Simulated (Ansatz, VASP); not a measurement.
**ZnS in VASP and in Ansatz**

```
Zn S
1.0
     0.00000    2.59646    2.48828
     2.59646    0.00000    2.48828
     2.59646    2.59646    0.00000
Zn S
1 1
Cartesian
  0.0000 0.0000 0.0000
  3.8947 3.8947 3.7324
```

Change from the starting cell: strain -0.040 along x and y, -0.080 along z, atoms carried along.

Alike in both runs: task single point; functional r2SCAN; k mesh 8 × 8 × 8; occupations gaussian, width 0.05 eV; no spin polarisation.

|  | VASP | Ansatz |
| --- | --- | --- |
| version | VASP 6.6.1 | Ansatz 0.2.0 |
| potentials or method | VASP PAW PBE potentials, release 64 (Zn, S), cutoff 520 eV | scalar-relativistic, plane waves, PAW |
| valence electrons in the cell | 18 | 18 |

```tsv
	VASP	Ansatz	Ansatz less VASP
gap on the k mesh at the Fermi level (eV)	3.03	3.02	-0.007
least direct gap on the mesh (eV)	3.36	3.33	-0.028
pressure (GPa)	17.0	16.8	-0.15
traceless stress, the component that is largest in VASP (GPa)	0.82	0.82	+0.007
```

VASP's potentials were made for PBE, not for r2SCAN. With one functional, cell and mesh, what is left measures potentials, basis and numerics.
